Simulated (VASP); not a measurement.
# SiO2 (P6_422) in VASP: further runs

Runs on SiO2. Level: PBE. Tasks: single point.

Everything below comes from runs of VASP 6.6.1. Logs are shortened: lines on timing, memory, paths and dates and some standing lists are left out, and cuts for length are marked.

## Step 1: The cell of the first run

It takes space group P6_422 (No. 181, hexagonal). The conventional cell has a = 5.061 Å, b = 5.061 Å, c = 5.541 Å, α = 90.00°, β = 90.00°, γ = 120.00°. Si (site symmetry 222) has 4 O at 1.61 Å within 2.1 Å. O (site symmetry 2) has 2 Si at 1.61 Å within 2.1 Å.

## Step 2: Single point, PBE

The input, INCAR:

```
PREC = Accurate
ENCUT = 520
EDIFF = 1E-6
ISMEAR = 0
SIGMA = 0.02
LREAL = F
LASPH = T
NELM = 60
ALGO = Normal
ISIF = 2
LWAVE = F
LCHARG = T
GGA = PE
LELF = T
LVHAR = T
NBANDS = 34
```

The input, KPOINTS:

```
regular mesh
0
Gamma
  3 3 1
```

The input, POSCAR:

```
SiO2
1.0
    5.0605222284      0.0000000000      0.0000000000
   -2.5302611142      4.3825408062      0.0000000000
    0.0000000000      0.0000000000      5.5413533100
Si O
3 6
Direct
    0.0000000000      0.5000000000      0.3333333333
    0.5000000000      0.5000000000      0.6666666667
    0.5000000000      0.0000000000      0.0000000000
    0.5827892600      0.7913946300      0.8333333333
    0.7913946300      0.5827892600      0.5000000000
    0.7913946300      0.2086053700      0.1666666667
    0.4172107400      0.2086053700      0.8333333333
    0.2086053700      0.4172107400      0.5000000000
    0.2086053700      0.7913946300      0.1666666667
```

Potentials or basis: VASP PAW PBE potentials, release 64 (Si, O).

Launch:

```console
cat potpaw_PBE.64/Si/POTCAR potpaw_PBE.64/O/POTCAR > POTCAR
mpirun -np 1 vasp_std > vasp.out
```

OUTCAR:

```text
PREC = Accurate
   ENCUT = 520
   EDIFF = 1E-6
   ISMEAR = 0
   LREAL = F
   LASPH = T
   NELM = 60
   ISIF = 2
   GGA = PE

 ion  position               nearest neighbor table
   1  0.000  0.500  0.333-   6 1.61   9 1.61   8 1.61   5 1.61   3 3.13   3 3.13   2 3.13   2 3.13

   2  0.500  0.500  0.667-   4 1.61   7 1.61   5 1.61   8 1.61   3 3.13   3 3.13   1 3.13   1 3.13

   3  0.500  0.000  0.000-   4 1.61   7 1.61   6 1.61   9 1.61   1 3.13   2 3.13   2 3.13   1 3.13

   4  0.583  0.791  0.833-   2 1.61   3 1.61
   5  0.791  0.583  0.500-   1 1.61   2 1.61
   6  0.791  0.209  0.167-   1 1.61   3 1.61
   7  0.417  0.209  0.833-   2 1.61   3 1.61
   8  0.209  0.417  0.500-   1 1.61   2 1.61
   9  0.209  0.791  0.167-   1 1.61   3 1.61

  LATTYP: Found a hexagonal cell.
 ALAT       =     5.0605222284
 C/A-ratio  =     1.0950160991

  Lattice vectors:

 A1 = (   5.0605222284,   0.0000000000,   0.0000000000)
 A2 = (  -2.5302611142,   4.3825408062,   0.0000000000)
 A3 = (   0.0000000000,   0.0000000000,   5.5413533100)

Analysis of symmetry for initial positions (statically):
=====================================================================
 Subroutine PRICEL returns:
 Original cell was already a primitive cell.

 Routine SETGRP: Setting up the symmetry group for a
 hexagonal supercell.

 Subroutine GETGRP returns: Found 12 space group operations
 (whereof  4 operations were pure point group operations)
 out of a pool of 24 trial point group operations.

The static configuration has the point symmetry D_2 .
 The point group associated with its full space group is D_6 .

Analysis of symmetry for dynamics (positions and initial velocities):
=====================================================================
 Subroutine PRICEL returns:
 Original cell was already a primitive cell.

 Routine SETGRP: Setting up the symmetry group for a
 hexagonal supercell.

 Subroutine GETGRP returns: Found 12 space group operations
 (whereof  4 operations were pure point group operations)
 out of a pool of 24 trial point group operations.

The dynamic configuration has the point symmetry D_2 .
 The point group associated with its full space group is D_6 .

[... 90 lines left out ...]
   EDIFF  = 0.1E-05   stopping-criterion for ELM
   LREAL  =      F    real-space projection
   EDIFFG = 0.1E-04   stopping-criterion for IOM
   NSW    =      0    number of steps for IOM
   IBRION =     -1    ionic relax: 0-MD 1-quasi-New 2-CG
   NFREE  =      0    steps in history (QN), initial steepest desc. (CG)
   ISIF   =      2    stress and relaxation
   ISYM   =      2    0-nonsym 1-usesym 2-fastsym
   POTIM  = 0.5000    time-step for ionic-motion
   TEBEG  =    0.0;   TEEND  =   0.0 temperature during run
   PSTRESS=    0.0 pullay stress
   NELECT =      48.0000    total number of electrons
   NUPDOWN=      -1.0000    fix difference up-down
   EMIN   =  10.00;   EMAX   =-10.00  energy-range for DOS
   EFERMI =   0.00;   METHOD = LEGACY
   ISMEAR =     0;   SIGMA  =   0.02  broadening in eV -4-tet -1-fermi 0-gaus
   EFERMI_NEDOS =   21; number of points for ismear=-14 and -15
   IALGO  =     38    algorithm
   IMIX   =      4    mixing-type and parameters
     AMIX     =   0.40;   BMIX     =  1.00
     AMIX_MAG =   1.60;   BMIX_MAG =  1.00
  volume/ion in A,a.u.               =      13.66        92.15
  Fermi-wavevector in a.u.,A,eV,Ry     =   1.196675  2.261388 19.483963  1.432031
  Thomas-Fermi vector in A             =   2.332609
   LORBIT       =      0    0 simple, 1 ext, 2 COOP (PROOUT), +10 PAW based schemes
   GGA     = PE    functional components
   LHFCALC =     F    Hartree Fock is set to
   AEXX    =    0.0000 exact exchange contribution
   IVDW    =     0    specifies the selected vdW correction
   LEPSILON=     F    determine dielectric tensor
   LRPA    =     F    only Hartree local field effects (RPA)
 non-spin polarized calculation
 Gauss-broadening in eV      SIGMA  =   0.02
  energy-cutoff  :      520.00
  volume of cell :      122.90
 maximum number of plane-waves:      3318
 NGX is ok and might be reduce to    40
   NGX = 19   NGY = 19   NGZ = 21

 number of electron      47.9999976 magnetization

 Free energy of the ion-electron system (eV)
  ---------------------------------------------------
  ext. energy  EPLUGINS =         0.00000000
  ---------------------------------------------------
  free energy    TOTEN  =       -71.12082915 eV

  energy without entropy =      -71.12082915  energy(sigma->0) =      -71.12082915

 E-fermi :   0.6331     XC(G=0):  -8.7178

 val. band max:        0.4578253420   @ k =   0.3333   0.3333   0.0000
 cond. band min:       6.2405117685   @ k =   0.0000   0.0000   0.0000
 fundamental gap:      5.7826864265
 Fermi energy:         0.6331168094

 k-point     1 :       0.0000    0.0000    0.0000
  band No.  band energies     occupation
      1     -18.9179      2.00000
      2     -17.4590      2.00000
      3     -17.4590      2.00000
      4     -16.8625      2.00000
      5     -16.8098      2.00000
      6     -16.8098      2.00000
[... 100 lines left out ...]
     33      12.3587      0.00000
     34      12.7404      0.00000

------------------------ aborting loop because EDIFF is reached ----------------------------------------

  FORCE on cell =-STRESS in cart. coord.  units (eV):
  Direction    XX          YY          ZZ          XY          YZ          ZX
  --------------------------------------------------------------------------------------
  -------------------------------------------------------------------------------------
  Total        3.9086263      3.9086263      3.5518116      0.0000000      0.0000000      0.0000000
  in kB       50.9562643     50.9562643     46.3045163      0.0000000      0.0000000      0.0000000
  external PRESSURE =      49.4056816 kB  Pullay stress =       0.0000000 kB

 VOLUME and BASIS-vectors are now :
 -----------------------------------------------------------------------------
  energy-cutoff  :      520.00
  volume of cell :      122.90
      direct lattice vectors                 reciprocal lattice vectors
     5.060522228  0.000000000  0.000000000     0.197608064  0.114089069  0.000000000
    -2.530261114  4.382540806  0.000000000     0.000000000  0.228178138  0.000000000
     0.000000000  0.000000000  5.541353310     0.000000000  0.000000000  0.180461332

 POSITION                                       TOTAL-FORCE (eV/Angst)
 -----------------------------------------------------------------------------------
     -1.26513      2.19127      1.84712         0.000000      0.000000      0.000000
      1.26513      2.19127      3.69424         0.000000      0.000000     -0.000000
      2.53026      0.00000      0.00000        -0.000000      0.000000      0.000000
      0.94678      3.46832      4.61779         0.229300      0.132386      0.000000
      2.53026      2.55410      2.77068        -0.000000      0.264773     -0.000000
      3.47704      0.91422      0.92356         0.229300     -0.132386     -0.000000
      1.58348      0.91422      4.61779        -0.229300     -0.132386     -0.000000
      0.00000      1.82844      2.77068         0.000000     -0.264773     -0.000000
     -0.94678      3.46832      0.92356        -0.229300      0.132386      0.000000
 -----------------------------------------------------------------------------------
    total drift:                                0.000000     -0.000000     -0.000001

  FREE ENERGIE OF THE ION-ELECTRON SYSTEM (eV)
  ---------------------------------------------------
  free  energy   TOTEN  =       -71.1208291502 eV

  energy  without entropy=      -71.1208291502  energy(sigma->0) =      -71.12082915
```

stdout:

```text
POSCAR found type information on POSCAR SiO
 POSCAR found :  2 types and       9 ions
 scaLAPACK will be used
 LDA part: xc-table for (Slater+PW92), standard interpolation
 POSCAR, INCAR and KPOINTS ok, starting setup
 FFT: planning ... GRIDC
 FFT: planning ... GRID_SOFT
 FFT: planning ... GRID
 WAVECAR not read
 entering main loop
```

It took 10 s on 1 thread of Intel Xeon 6975P-C (Granite Rapids), shared host; peak memory 0.22 GiB.

What came out:

- Free energy: -71.1208 eV
- Pressure: 4.9 GPa
- Largest force: 0.265 eV/Å
- Band gap on the k mesh: 5.78 eV, indirect (least direct gap 5.92 eV)

Forces on the atoms (eV/Å):
```
Si   0.000  0.000  0.000
Si   0.000  0.000  0.000
Si   0.000  0.000  0.000
O    0.229  0.132  0.000
O    0.000  0.265  0.000
O    0.229 -0.132  0.000
O   -0.229 -0.132  0.000
O    0.000 -0.265  0.000
O   -0.229  0.132  0.000
```

Stress tensor (GPa, compression positive):
```
5.10 0.00 0.00
0.00 5.10 0.00
0.00 0.00 4.63
```

Caveat: the k points lie up to 1.13 Å⁻¹ apart. A k mesh can miss the band edges.

## Step 3: Single point, PBE

The input, INCAR:

```
SYSTEM = SiO2
ALGO = Normal
EDIFF = 1E-6
ENCUT = 520
GGA = PE
ISIF = 2
ISMEAR = 0
LASPH = .TRUE.
LCHARG = .FALSE.
LREAL = .FALSE.
LWAVE = .FALSE.
NBANDS = 34
NELM = 60
PREC = Accurate
SIGMA = 0.02
```

The input, KPOINTS:

```
k-points
0
G
  3 3 2
  0 0 0
```

POSCAR is that of step 2.

Potentials or basis: VASP PAW PBE potentials, release 64 (Si, O).

Launch:

```console
cat potpaw_PBE.64/Si/POTCAR potpaw_PBE.64/O/POTCAR > POTCAR
mpirun -np 1 vasp_std > vasp.out
```

Wall time 14 s (1 thread of Intel Xeon 6975P-C (Granite Rapids), shared host); peak memory 0.23 GiB.

Results (log left out):

```yaml
Free_energy: -71.0675 eV
Pressure: 5.1 GPa
Largest_force: 0.236 eV/Å
Band_gap_on_the_k_mesh: 5.72 eV, indirect (least direct gap 5.91 eV)
```

Forces on the atoms (eV/Å):
```
Si   0.000  0.000  0.000
Si   0.000  0.000  0.000
Si   0.000  0.000  0.000
O    0.204  0.118  0.000
O    0.000  0.236  0.000
O    0.204 -0.118  0.000
O   -0.204 -0.118  0.000
O    0.000 -0.236  0.000
O   -0.204  0.118  0.000
```

Levels at points of the mesh, in eV from the valence-band top:
```tsv
k point	band 20	band 21	band 22	band 23	band 24	band 25	band 26	band 27	band 28	band 29
(0.00, 0.00, 0.00)	-0.98	-0.98	-0.46	-0.46	-0.19	5.72	8.99	8.99	9.23	9.23
(0.00, 0.00, 0.50)	-1.84	-1.14	-0.28	0.00	0.00	7.55	7.55	8.51	9.80	9.80
```

Caveat: the k points lie up to 0.57 Å⁻¹ apart. Expect the measured gap to be larger: semilocal functionals such as PBE lack the derivative discontinuity.

## Step 4: Single point, PBE

The input, INCAR:

```
SYSTEM = SiO2
ALGO     = Normal         ! electronic algorithm
EDIFF    = 1E-6           ! SCF threshold, eV
ENCUT    = 520            ! plane-wave cutoff, eV
GGA      = PE             ! functional
ISIF     = 2              ! what is computed and relaxed
ISMEAR   = 0              ! smearing method
LASPH    = .True.         ! aspherical terms in the spheres
LCHARG   = .False.        ! write CHGCAR
LREAL    = .False.        ! projectors in reciprocal space
LWAVE    = .False.        ! write WAVECAR
NBANDS   = 34             ! bands
NELM     = 80             ! most SCF steps
PREC     = Accurate       ! precision mode
SIGMA    = 0.02           ! smearing width, eV
```

The input, KPOINTS:

```
k-points
0
Gamma
  3 3 4
  0 0 0
```

POSCAR is that of step 3.

Launch:

```console
cat potpaw_PBE.64/Si/POTCAR potpaw_PBE.64/O/POTCAR > POTCAR
mpirun -np 1 vasp_std > vasp.out
```

It took 19 s on 1 thread of Intel Xeon 6975P-C (Granite Rapids), shared host; peak memory 0.24 GiB.

The run converged. Its results:

| Quantity | Value |
| --- | --- |
| Free energy | -71.0680 eV |
| Pressure | 5.1 GPa |
| Largest force | 0.236 eV/Å |
| Band gap on the k mesh | 5.72 eV, indirect (least direct gap 5.91 eV) |

Forces on the atoms (eV/Å):
```
Si   0.000  0.000  0.000
Si   0.000  0.000  0.000
Si   0.000  0.000  0.000
O    0.204  0.118  0.000
O    0.000  0.236  0.000
O    0.204 -0.118  0.000
O   -0.204 -0.118  0.000
O    0.000 -0.236  0.000
O   -0.204  0.118  0.000
```

Levels at points of the mesh, in eV from the valence-band top:
| k point | band 22 | band 23 | band 24 | band 25 | band 26 | band 27 |
| --- | --- | --- | --- | --- | --- | --- |
| (0.00, 0.00, 0.00) | -0.46 | -0.46 | -0.19 | 5.72 | 8.99 | 8.99 |
| (0.00, 0.00, 0.50) | -0.28 | 0.00 | 0.00 | 7.55 | 7.55 | 8.51 |

Caveat: the k points lie up to 0.48 Å⁻¹ apart. A k mesh can miss the band edges.

## Step 5: Overview

| k mesh | gap on the mesh (eV) | pressure (GPa) | largest force (eV/Å) |
| --- | --- | --- | --- |
| 3 × 3 × 1 | 5.78 | 4.9 | 0.26 |
| 3 × 3 × 2 | 5.72 | 5.1 | 0.24 |
| 3 × 3 × 4 | 5.72 | 5.1 | 0.24 |

Alike in all rows: task single point; level PBE; potentials or basis VASP PAW PBE potentials, release 64 (Si, O); no spin polarisation; cell as given; cutoff (eV) 520; smearing gaussian 0.02 eV.

Caveats: all runs use coarse meshes.

Absolute energies hang on the potentials; compare differences alone.
